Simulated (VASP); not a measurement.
# Li2Se (Fm-3m) in VASP: notebook, part 2 of 2

VASP 6.6.1. Earlier steps stand in the parts before.

## (4) Single point, PBE

INCAR

```
SYSTEM = Li2Se
PREC = Accurate
ENCUT = 750
EDIFF = 1E-6
ISMEAR = 0
SIGMA = 0.01
LREAL = .False.
LASPH = .True.
NELM = 120
ALGO = Normal
ISIF = 2
LWAVE = .False.
LCHARG = .False.
GGA = PE
NBANDS = 13
GGA_COMPAT = .False.
```

KPOINTS

```
regular mesh
0
Gamma
  4 4 4
  0 0 0
```

POSCAR

```
Li2Se
1.0
    0.0000000000      2.9934588658      2.9934588658
    2.9934588658      0.0000000000      2.9934588658
    2.9934588658      2.9934588658      0.0000000000
Li Se
2 1
Direct
    0.2500000000      0.2500000000      0.2500000000
    0.7500000000      0.7500000000      0.7500000000
    0.0000000000      0.0000000000      0.0000000000
```

Potentials or basis: VASP PAW PBE potentials, release 64 (Li_sv, Se).

The run is started by

```
cat potpaw_PBE.64/Li_sv/POTCAR potpaw_PBE.64/Se/POTCAR > POTCAR
mpirun -np 1 vasp_std > vasp.out
```

Wall time 16 s (1 thread of AMD EPYC 7R43 (Zen 3), shared host); peak memory 0.2 GiB.

Results (log left out):

```yaml
Free_energy: -11.1187 eV
Pressure: 0.3 GPa
Band_gap_on_the_k_mesh: 2.96 eV, indirect (least direct gap 3.42 eV)
```

Levels at points of the mesh, in eV from the valence-band top:
| k point | band 4 | band 5 | band 6 | band 7 | band 8 | band 9 |
| --- | --- | --- | --- | --- | --- | --- |
| (0.00, 0.00, 0.00) | 0.00 | 0.00 | 0.00 | 3.42 | 5.62 | 5.62 |
| (0.50, 0.00, 0.00) | -2.93 | -0.53 | -0.53 | 5.14 | 5.96 | 5.96 |
| (0.50, 0.50, 0.00) | -2.30 | -1.46 | -1.46 | 2.96 | 6.18 | 10.37 |

Caveat: the k points lie up to 0.45 Å⁻¹ apart. A k mesh can miss the band edges.

## (5) Single point, PBE

INCAR

```
ALGO = Normal
EDIFF = 1E-6
ENCUT = 750
GGA = PE
GGA_COMPAT = F
ISIF = 2
ISMEAR = 0
LASPH = T
LCHARG = F
LREAL = F
LWAVE = F
NBANDS = 13
NELM = 120
PREC = Accurate
SIGMA = 0.01
```

KPOINTS

```
k-points
0
Gamma
  6 6 6
```

POSCAR is that of step 4.

The run is started by

```
cat potpaw_PBE.64/Li_sv/POTCAR potpaw_PBE.64/Se/POTCAR > POTCAR
mpirun -np 1 vasp_std > vasp.out
```

It took 27 s on 1 thread of AMD EPYC 7R43 (Zen 3), shared host; peak memory 0.2 GiB.

It converged, with:

- Free energy: -11.1300 eV
- Pressure: 0.3 GPa
- Band gap on the k mesh: 2.97 eV, indirect (least direct gap 3.42 eV)

Levels at points of the mesh, in eV from the valence-band top:
```tsv
k point	band 3	band 4	band 5	band 6	band 7	band 8	band 9	band 10
(0.00, 0.00, 0.00)	-11.41	0.00	0.00	0.00	3.42	5.62	5.62	5.62
(0.50, 0.00, 0.00)	-11.04	-2.93	-0.53	-0.53	5.14	5.96	5.96	7.98
(0.50, 0.50, 0.00)	-10.93	-2.30	-1.45	-1.45	2.97	6.19	10.37	10.37
```

## (6) Single point, r2SCAN

POSCAR is that of step 5.

INCAR.step1

```
SYSTEM = Li2Se
PREC = Accurate ; ENCUT = 830
ISMEAR = 0 ; SIGMA = 0.01
LREAL = .False. ; LASPH = .True.
NELM = 120 ; NBANDS = 13
GGA = PE ; ALGO = Normal
EDIFF = 1E-5 ; LWAVE = .True.
LCHARG = .False. ; GGA_COMPAT = .False.
```

INCAR.step2

```
SYSTEM = Li2Se
PREC = Accurate ; ENCUT = 830
EDIFF = 1E-6 ; ISMEAR = 0
SIGMA = 0.01 ; LREAL = .False.
LASPH = .True. ; NELM = 120
ALGO = Normal ; ISIF = 2
LWAVE = .False. ; LCHARG = .True.
METAGGA = R2SCAN ; LMIXTAU = .True.
LELF = .True. ; LVHAR = .True.
NBANDS = 13 ; ISTART = 1
GGA_COMPAT = .False.
```

KPOINTS

```
Automatic mesh
0
Gamma
  4 4 4
  0 0 0
```

Potentials or basis: VASP PAW PBE potentials, release 64 (Li_sv, Se).

The run is started by

```
cat potpaw_PBE.64/Li_sv/POTCAR potpaw_PBE.64/Se/POTCAR > POTCAR
cp INCAR.step1 INCAR
mpirun -np 1 vasp_std > vasp.out
cp INCAR.step2 INCAR
mpirun -np 1 vasp_std > vasp.out
```

OUTCAR:

```text
SYSTEM = Li2Se
   PREC = Accurate
   ENCUT = 830
   EDIFF = 1E-6
   ISMEAR = 0
   LREAL = .False.
   LASPH = .True.
   NELM = 120
   ISIF = 2
   METAGGA = R2SCAN
   ISTART = 1

 ion  position               nearest neighbor table
   1  0.250  0.250  0.250-   3 2.59   3 2.59   3 2.59   3 2.59
   2  0.750  0.750  0.750-   3 2.59   3 2.59   3 2.59   3 2.59
   3  0.000  0.000  0.000-   2 2.59   2 2.59   2 2.59   1 2.59   1 2.59   1 2.59   2 2.59   1 2.59

  LATTYP: Found a face centered cubic cell.
 ALAT       =     5.9869177316

  Lattice vectors:

 A1 = (   0.0000000000,   2.9934588658,   2.9934588658)
 A2 = (   2.9934588658,   0.0000000000,   2.9934588658)
 A3 = (   2.9934588658,   2.9934588658,   0.0000000000)

Analysis of symmetry for initial positions (statically):
=====================================================================
 Subroutine PRICEL returns:
 Original cell was already a primitive cell.

 Routine SETGRP: Setting up the symmetry group for a
 face centered cubic supercell.

 Subroutine GETGRP returns: Found 48 space group operations
 (whereof 48 operations were pure point group operations)
 out of a pool of 48 trial point group operations.

The static configuration has the point symmetry O_h .

Analysis of symmetry for dynamics (positions and initial velocities):
=====================================================================
 Subroutine PRICEL returns:
 Original cell was already a primitive cell.

 Routine SETGRP: Setting up the symmetry group for a
 face centered cubic supercell.

 Subroutine GETGRP returns: Found 48 space group operations
 (whereof 48 operations were pure point group operations)
 out of a pool of 48 trial point group operations.

The dynamic configuration has the point symmetry O_h .

 Subroutine INISYM returns: Found 48 space group operations
 (whereof 48 operations are pure point group operations),
 and found     1 'primitive' translations

----------------------------------------------------------------------------------------

                                     Primitive cell

  volume of cell :      53.6475

  direct lattice vectors                    reciprocal lattice vectors
     0.000000000  2.993458866  2.993458866    -0.167030857  0.167030857  0.167030857
     2.993458866  0.000000000  2.993458866     0.167030857 -0.167030857  0.167030857
     2.993458866  2.993458866  0.000000000     0.167030857  0.167030857 -0.167030857

  length of vectors
     4.233390126  4.233390126  4.233390126     0.289305931  0.289305931  0.289305931

  position of ions in fractional coordinates (direct lattice)
     0.250000000  0.250000000  0.250000000
     0.750000000  0.750000000  0.750000000
     0.000000000  0.000000000  0.000000000

  ion indices of the primitive-cell ions
   primitive index   ion index
                 1           1
                 2           2
                 3           3

----------------------------------------------------------------------------------------

 KPOINTS: Automatic mesh

Automatic generation of k-mesh.
 Grid dimensions read from file:
 generate k-points for:    4    4    4

 Generating k-lattice:

  Cartesian coordinates                     Fractional coordinates (reciprocal lattice)
    -0.041757714  0.041757714  0.041757714     0.250000000  0.000000000  0.000000000
     0.041757714 -0.041757714  0.041757714     0.000000000  0.250000000  0.000000000
     0.041757714  0.041757714 -0.041757714     0.000000000  0.000000000  0.250000000

  Length of vectors
     0.072326483  0.072326483  0.072326483

  Shift w.r.t. Gamma in fractional coordinates (k-lattice)
     0.000000000  0.000000000  0.000000000

 Subroutine IBZKPT returns following result:
 ===========================================

 Found      8 irreducible k-points:

 Following reciprocal coordinates:
            Coordinates               Weight
  0.000000  0.000000  0.000000      1.000000
  0.250000  0.000000  0.000000      8.000000
  0.500000  0.000000  0.000000      4.000000
  0.250000  0.250000  0.000000      6.000000
  0.500000  0.250000  0.000000     24.000000
 -0.250000  0.250000  0.000000     12.000000
  0.500000  0.500000  0.000000      3.000000
 -0.250000  0.500000  0.250000      6.000000
   k-points           NKPTS =      8   k-points in BZ     NKDIM =      8   number of bands    NBANDS=     13
   number of dos      NEDOS =    301   number of ions     NIONS =      3
   total plane-waves  NPLWV =  64000
   dimension x,y,z NGX =    40 NGY =   40 NGZ =   40
   dimension x,y,z NGXF=    80 NGYF=   80 NGZF=   80
   ions per type =               2   1
   NGX,Y,Z   is equivalent  to a cutoff of  15.71, 15.71, 15.71 a.u.
   NGXF,Y,Z  is equivalent  to a cutoff of  31.42, 31.42, 31.42 a.u.
 SYSTEM =  Li2Se
   PREC   = accura    normal or accurate (medium, high low for compatibility)
   ISTART =      1    job   : 0-new  1-cont  2-samecut
   ICHARG =      0    charge: 1-file 2-atom 10-const
   ISPIN  =      1    spin polarized calculation?
   LNONCOLLINEAR =      F non collinear calculations
   LSORBIT =      F    spin-orbit coupling
   LASPH  =      T    aspherical Exc in radial PAW
   ENCUT  =  830.0 eV  61.00 Ry    7.81 a.u.   9.94  9.94  9.94*2*pi/ulx,y,z
   NELM   =    120;   NELMIN=  2; NELMDL=  0     # of ELM steps
   EDIFF  = 0.1E-05   stopping-criterion for ELM
   LREAL  =      F    real-space projection
[... 7 lines left out ...]
   TEBEG  =    0.0;   TEEND  =   0.0 temperature during run
   PSTRESS=    0.0 pullay stress
   NELECT =      12.0000    total number of electrons
   NUPDOWN=      -1.0000    fix difference up-down
   EMIN   =  10.00;   EMAX   =-10.00  energy-range for DOS
   EFERMI =   0.00;   METHOD = LEGACY
   ISMEAR =     0;   SIGMA  =   0.01  broadening in eV -4-tet -1-fermi 0-gaus
   EFERMI_NEDOS =   21; number of points for ismear=-14 and -15
   IALGO  =     38    algorithm
   IMIX   =      4    mixing-type and parameters
     AMIX     =   0.40;   BMIX     =  1.00
     AMIX_MAG =   1.60;   BMIX_MAG =  1.00
  volume/ion in A,a.u.               =      17.88       120.68
  Fermi-wavevector in a.u.,A,eV,Ry     =   0.993769  1.877950 13.436789  0.987576
  Thomas-Fermi vector in A             =   2.125673
   LORBIT       =      0    0 simple, 1 ext, 2 COOP (PROOUT), +10 PAW based schemes
   METAGGA = R2SCAN    functional components
   LHFCALC =     F    Hartree Fock is set to
   AEXX    =    0.0000 exact exchange contribution
   IVDW    =     0    specifies the selected vdW correction
   LEPSILON=     F    determine dielectric tensor
   LRPA    =     F    only Hartree local field effects (RPA)
 non-spin polarized calculation
 Gauss-broadening in eV      SIGMA  =   0.01
  energy-cutoff  :      830.00
  volume of cell :       53.65
 maximum number of plane-waves:      2936
   NGX = 19   NGY = 19   NGZ = 19

 number of electron      12.0000003 magnetization

 Free energy of the ion-electron system (eV)
  ---------------------------------------------------
  ext. energy  EPLUGINS =         0.00000000
  ---------------------------------------------------
  free energy    TOTEN  =       -23.43015826 eV

  energy without entropy =      -23.43015826  energy(sigma->0) =      -23.43015826

 E-fermi :   0.8256     XC(G=0):  -8.6524

 val. band max:        0.7594939783   @ k =   0.0000   0.0000   0.0000
 cond. band min:       4.2122447676   @ k =   0.5000   0.5000   0.0000
 fundamental gap:      3.4527507893
 Fermi energy:         0.8256149385

 k-point     1 :       0.0000    0.0000    0.0000
  band No.  band energies     occupation
      1     -45.3932      2.00000
      2     -45.3695      2.00000
      3     -11.0322      2.00000
      4       0.7595      2.00000
      5       0.7595      2.00000
      6       0.7595      2.00000
      7       4.9327      0.00000
      8       7.0664      0.00000
      9       7.0664      0.00000
     10       7.0664      0.00000
     11      11.9628      0.00000
     12      11.9628      0.00000
     13      12.6852      0.00000
[... 97 lines left out ...]
 k-point     8 :      -0.2500    0.5000    0.2500
  band No.  band energies     occupation
      1     -45.3807      2.00000
      2     -45.3807      2.00000
      3     -10.5243      2.00000
      4      -1.1415      2.00000
      5      -1.1415      2.00000
      6      -1.0021      2.00000
      7       6.3853      0.00000
      8       7.9376      0.00000
      9       9.6682      0.00000
     10       9.6682      0.00000
     11      12.9612      0.00000
     12      12.9612      0.00000
     13      13.7175      0.00000

------------------------ aborting loop because EDIFF is reached ----------------------------------------

  FORCE on cell =-STRESS in cart. coord.  units (eV):
  Direction    XX          YY          ZZ          XY          YZ          ZX
  --------------------------------------------------------------------------------------
  -------------------------------------------------------------------------------------
  Total       -0.0332552     -0.0332552     -0.0332552      0.0000000     -0.0000000     -0.0000000
  in kB       -0.9931624     -0.9931624     -0.9931624      0.0000000     -0.0000000     -0.0000000
  external PRESSURE =      -0.9931624 kB  Pullay stress =       0.0000000 kB

 VOLUME and BASIS-vectors are now :
 -----------------------------------------------------------------------------
  energy-cutoff  :      830.00
  volume of cell :       53.65
      direct lattice vectors                 reciprocal lattice vectors
     0.000000000  2.993458866  2.993458866    -0.167030857  0.167030857  0.167030857
     2.993458866  0.000000000  2.993458866     0.167030857 -0.167030857  0.167030857
     2.993458866  2.993458866  0.000000000     0.167030857  0.167030857 -0.167030857

 POSITION                                       TOTAL-FORCE (eV/Angst)
 -----------------------------------------------------------------------------------
      1.49673      1.49673      1.49673        -0.000000     -0.000000     -0.000000
      4.49019      4.49019      4.49019         0.000000      0.000000      0.000000
      0.00000      0.00000      0.00000         0.000000      0.000000     -0.000000
 -----------------------------------------------------------------------------------
    total drift:                                0.000000     -0.000000      0.000000

  FREE ENERGIE OF THE ION-ELECTRON SYSTEM (eV)
  ---------------------------------------------------
  free  energy   TOTEN  =       -23.4301582635 eV

  energy  without entropy=      -23.4301582635  energy(sigma->0) =      -23.43015826
```

Wall time 81 s (1 thread of AMD EPYC 7R43 (Zen 3), shared host); peak memory 0.22 GiB.

Results:

- Free energy: -23.4302 eV
- Pressure: -0.1 GPa
- Band gap on the k mesh: 3.45 eV, indirect (least direct gap 4.17 eV)

Caveat: the k points lie up to 0.45 Å⁻¹ apart; the PAW data sets were made with another functional, which shifts forces and pressure a little.

## (7) Single point, HSE06

POSCAR is that of step 6.

INCAR.step1

```
SYSTEM = Li2Se
PREC     = Accurate       ! precision mode
ENCUT    = 650            ! plane-wave cutoff, eV
EDIFF    = 1E-5           ! SCF threshold, eV
ISMEAR   = 0              ! smearing method
SIGMA    = 0.01           ! smearing width, eV
LREAL    = .False.        ! projectors in reciprocal space
LASPH    = .True.         ! aspherical terms in the spheres
NELM     = 120            ! most SCF steps
ALGO     = Normal         ! electronic algorithm
ISIF     = 2              ! what is computed and relaxed
LWAVE    = .True.         ! write WAVECAR
LCHARG   = .False.        ! write CHGCAR
GGA      = PE             ! functional
NBANDS   = 13             ! bands
GGA_COMPAT= .False.
```

INCAR.step2

```
SYSTEM = Li2Se
PREC     = Accurate       ! precision mode
ENCUT    = 650            ! plane-wave cutoff, eV
EDIFF    = 1E-6           ! SCF threshold, eV
ISMEAR   = 0              ! smearing method
SIGMA    = 0.01           ! smearing width, eV
LREAL    = .False.        ! projectors in reciprocal space
LASPH    = .True.         ! aspherical terms in the spheres
NELM     = 120            ! most SCF steps
ALGO     = Normal         ! electronic algorithm
ISIF     = 2              ! what is computed and relaxed
LWAVE    = .False.        ! write WAVECAR
LCHARG   = .False.        ! write CHGCAR
GGA      = PE             ! functional
LHFCALC  = .True.         ! exact exchange
HFSCREEN = 0.2079         ! screening, 1/A
PRECFOCK = Normal       
ISTART   = 1            
NBANDS   = 13             ! bands
GGA_COMPAT= .False.
```

KPOINTS

```
regular mesh
0
Gamma
  4 4 4
  0 0 0
```

The run is started by

```
cat potpaw_PBE.64/Li_sv/POTCAR potpaw_PBE.64/Se/POTCAR > POTCAR
cp INCAR.step1 INCAR
mpirun -np 1 vasp_std > vasp.out
cp INCAR.step2 INCAR
mpirun -np 1 vasp_std > vasp.out
```

It took 6.2 min on 1 thread of AMD EPYC 7R43 (Zen 3), shared host; peak memory 0.28 GiB.

Results (log left out):

* Free energy: -12.5553 eV
* Pressure: -0.5 GPa
* Band gap on the k mesh: 3.83 eV, indirect (least direct gap 4.39 eV)

Levels at points of the mesh, in eV from the valence-band top:
```csv
k point,band 3,band 4,band 5,band 6,band 7,band 8,band 9,band 10
"(0.00, 0.00, 0.00)",-12.48,0.00,0.00,0.00,4.39,6.67,6.67,6.67
"(0.50, 0.00, 0.00)",-12.05,-3.19,-0.57,-0.57,6.19,6.99,6.99,9.07
"(0.50, 0.50, 0.00)",-11.91,-2.52,-1.56,-1.56,3.83,7.22,11.68,11.68
```

Caveat: the k points lie up to 0.45 Å⁻¹ apart; the PAW data sets were made with another functional, which shifts forces and pressure a little. A k mesh can miss the band edges.

## (8) The runs side by side

| level | potentials or basis | k mesh | cutoff (eV) | grid for exact exchange (PRECFOCK) | screening parameter | gap on the mesh (eV) | pressure (GPa) |
| --- | --- | --- | --- | --- | --- | --- | --- |
| PBE | VASP PAW PBE potentials, release 64 (Li_sv, Se) | 4 × 4 × 4 | 750 | - | - | 2.96 | 0.3 |
| LDA | VASP PAW LDA potentials, release 64 (Li_sv, Se) | 4 × 4 × 4 | 750 | - | - | 2.79 | -2.3 |
| PBE | VASP PAW PBE potentials, release 64 (Li_sv, Se) | 6 × 6 × 6 | 750 | - | - | 2.97 | 0.3 |
| r2SCAN | VASP PAW PBE potentials, release 64 (Li_sv, Se) | 4 × 4 × 4 | 830 | - | - | 3.45 | -0.1 |
| HSE06 | VASP PAW PBE potentials, release 64 (Li_sv, Se) | 4 × 4 × 4 | 650 | Normal | 0.2079 1/Å | 3.83 | -0.5 |

Alike in all rows: task single point; no spin polarisation; cell as given; smearing gaussian 0.01 eV.

Caveats: some runs use coarse meshes; the PAW data sets were made with another functional, which shifts forces and pressure a little (some runs).

Total energies depend on the potentials used, so only differences within one code and one set of settings carry meaning.
